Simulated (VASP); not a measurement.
A run of VASP 6.6.1:

The input INCAR:

```
SYSTEM = BiSe4
PREC = Accurate
ENCUT = 600
EDIFF = 1E-6
ISMEAR = 0
SIGMA = 0.1
LREAL = .False.
LASPH = .True.
NELM = 100
ALGO = Normal
ISIF = 3
LWAVE = .False.
LCHARG = .False.
GGA = PE
IBRION = 2
NSW = 90
EDIFFG = -0.04
```

File KPOINTS:

```
Automatic mesh
0
Gamma
  4 4 4
  0 0 0
```

POSCAR

```
BiSe4
1.0
    5.6126582200      0.0000000000      0.0000000000
    0.0000000000      5.6126582200      0.0000000000
    0.0000000000      0.0000000000      5.6126582200
Bi Se
1 4
Direct
    0.0000000000      0.0000000000      0.0000000000
    0.2437810800      0.7562189200      0.7562189200
    0.7562189200      0.2437810800      0.7562189200
    0.7562189200      0.7562189200      0.2437810800
    0.2437810800      0.2437810800      0.2437810800
```

Potentials or basis: VASP PAW PBE potentials, release 64 (Bi_d, Se).

Run with:

```sh
$ cat potpaw_PBE.64/Bi_d/POTCAR potpaw_PBE.64/Se/POTCAR > POTCAR
$ mpirun -np 1 vasp_std > vasp.out
```

Hardware: 1 thread of Intel(R) Xeon(R) 6975P-C (Granite Rapids), on a shared host.

**Question.** How long does it take, and how much memory?

**Answer.** It took 9.6 min on 1 thread of Intel(R) Xeon(R) 6975P-C (Granite Rapids), with other jobs on the host, peak memory 0.37 GiB. Counts: scf iterations 225, k points 10, ion steps 27.
